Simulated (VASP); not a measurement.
A run of VASP 6.6.1 is set up as follows.

The input INCAR:

```
SYSTEM = B
PREC = Accurate ; ENCUT = 520
EDIFF = 1E-6 ; ISMEAR = -1
SIGMA = 0.1 ; LREAL = .False.
LASPH = .True. ; NELM = 60
ALGO = Normal ; ISIF = 2
LWAVE = .False. ; LCHARG = .False.
GGA = PS ; NBANDS = 8
```

KPOINTS

```
Automatic mesh
0
Gamma
  15 15 6
  0 0 0
```

POSCAR

```
B
1.0
    1.6852361054      0.0000000000      0.0000000000
   -0.8426180527      1.4594572702      0.0000000000
    0.0000000000      0.0000000000      3.5986988963
B
1
Direct
    0.0000000000      0.0000000000      0.0000000000
```

Potentials or basis: VASP PAW PBE potentials, release 64 (B).

Command:

```bash
$ cat potpaw_PBE.64/B/POTCAR > POTCAR
$ mpirun -np 1 vasp_std > vasp.out
```

(1) Predict the pressure.

## Answers

(1) 7.9 GPa.

Caveat: the PAW data sets were made with another functional, which shifts forces and pressure a little.
